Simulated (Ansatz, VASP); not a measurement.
## Mg7O: VASP beside Ansatz

```xyz
8
Lattice="-3.5858 3.5858 3.5858 3.5858 -3.5858 3.5858 3.5858 3.5858 -3.5858" Properties=species:S:1:pos:R:3 pbc="T T T"
Mg    3.5858    0.0000    0.0000
Mg    0.0000    3.5858    0.0000
Mg    0.0000    0.0000    3.5858
Mg    1.1608    1.1608    1.1608
Mg    2.4250    2.4250   -2.4250
Mg    2.4250   -2.4250    2.4250
Mg   -2.4250    2.4250    2.4250
O     0.0000    0.0000    0.0000
```

Alike in both runs: task single point; functional PBE; k mesh 4 × 4 × 4; occupations gaussian, width 0.1 eV; collinear spin.

```csv
,VASP,Ansatz
version,VASP 6.6.1,Ansatz 0.2.0
potentials or method,"VASP PAW PBE potentials, release 64 (Mg, O), cutoff 520 eV","scalar-relativistic, plane waves, PAW"
valence electrons in the cell,20,76
```

VASP gave:

| Property | Result |
| --- | --- |
| gap on the k mesh at the Fermi level (eV) | none |
| pressure (GPa) | 0.2 |
| rms of the force components (eV/Å) | 0.004 |
| net moment per atom (μB) | 0.00 |

Problem. Estimate Ansatz's values.

Solution. gap on the k mesh at the Fermi level (eV): none; pressure (GPa): 0.3; rms of the force components (eV/Å): 0.001; net moment per atom (μB): 0.00.

Atom by atom the forces differ by 0.003 eV/Å (rms over components). A gap of «none» marks a metal or a gap that the smearing closes. VASP's potentials hold 20 valence electrons a cell and Ansatz's 76, so a difference there can come from the potentials and not from the codes. Ansatz's warnings: seeded moment not kept.
